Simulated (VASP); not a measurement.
Runs of VASP 6.6.1 on LiHF2. The structure is that of space group R-3m (No. 166), or close to it. The cells are those of the table. 

```tsv
cell	gap on the mesh (eV)	largest force (eV/Å)
a = 5.046 Å, angles 33.2°, 4 atoms	7.08	1.56
a = 4.842 Å, angles 34.7°, 4 atoms	7.69	(b)
a = 4.238 Å, angles 39.8°, 4 atoms	8.65	(a)
a = 4.538 Å, angles 37.1°, 4 atoms	8.44	0.81
a = 4.740 Å, angles 35.4°, 4 atoms	(c)	0.48
```

Alike in all rows: task single point; level LDA; potentials or basis VASP PAW LDA potentials, release 64 (Li_sv, H, F); no spin polarisation; k mesh 9 × 9 × 9; cutoff (eV) 520; smearing gaussian 0.05 eV.

Task: Estimate the missing entries.

Result: (a) 4.18; (b) 0.93; (c) 7.97.

Caveats: forces of over 1 eV/Å act on the atoms, so gaps and moduli don't describe the material at rest (some runs).

A k mesh can miss the band edges.
